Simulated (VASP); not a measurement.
Wanted: the native input for a VASP 6.6.1 run.

```yaml
Task: relaxation of the atoms
Functional: PBE
Potentials_or_basis: VASP PAW PBE potentials, release 64 (Hf_pv, O)
Cutoff: 520 eV
k_mesh: 6 × 6 × 8
Occupations: gaussian, width 0.02 eV
Spin: no spin polarisation
Dipole_correction: no
Further_INCAR_settings: ALGO = Normal; EDIFF = 1e-06; IBRION = 2; EDIFFG = -0.008; NSW = 60
```

The structure of HfO2 lies in POSCAR:

```
HfO2
1.0
    4.8803694249      0.0000000000      0.0000000000
    0.0000000000      4.8803694249      0.0000000000
    0.0000000000      0.0000000000      3.0434204353
Hf O
2 4
Direct
    0.0000000000      0.0000000000      0.0000000000
    0.5000000000      0.5000000000      0.5000000000
    0.1974756549      0.8025243451      0.5000000000
    0.3025243451      0.3025243451      0.0000000000
    0.6974756549      0.6974756549      0.0000000000
    0.8025243451      0.1974756549      0.5000000000
```

This cell differs from its parent crystal: strain along c alone, the other axes held: -6.0 %.

The input as run:

INCAR

```
ALGO = Normal
EDIFF = 1E-6
EDIFFG = -0.008
ENCUT = 520
GGA = PE
IBRION = 2
ISIF = 2
ISMEAR = 0
LASPH = T
LCHARG = F
LREAL = F
LWAVE = F
NELM = 80
NSW = 60
PREC = Accurate
SIGMA = 0.02
```

KPOINTS

```
k-points
0
Gamma
  6 6 8
```

Potentials or basis: VASP PAW PBE potentials, release 64 (Hf_pv, O).

Command:

```sh
$ cat potpaw_PBE.64/Hf_pv/POTCAR potpaw_PBE.64/O/POTCAR > POTCAR
$ mpirun -np 1 vasp_std > vasp.out
```

It gave:

```json
{"Energy gained by relaxing": "0.6 meV/atom", "Ionic steps": "3", "Pressure after relaxing": "14.2 GPa", "Band gap on the k mesh": "3.77 eV"}
```

Caveat: the cell differs from its parent crystal (strain along c alone, the other axes held: -6.0 %); spin-orbit coupling is left out, which moves the levels of the heavy elements.

Run time: 2 min on 1 thread of Intel(R) Xeon(R) Platinum 8259CL CPU @ 2.50GHz (Skylake/Cascade Lake), with other jobs on the host, peak memory 0.23 GiB.
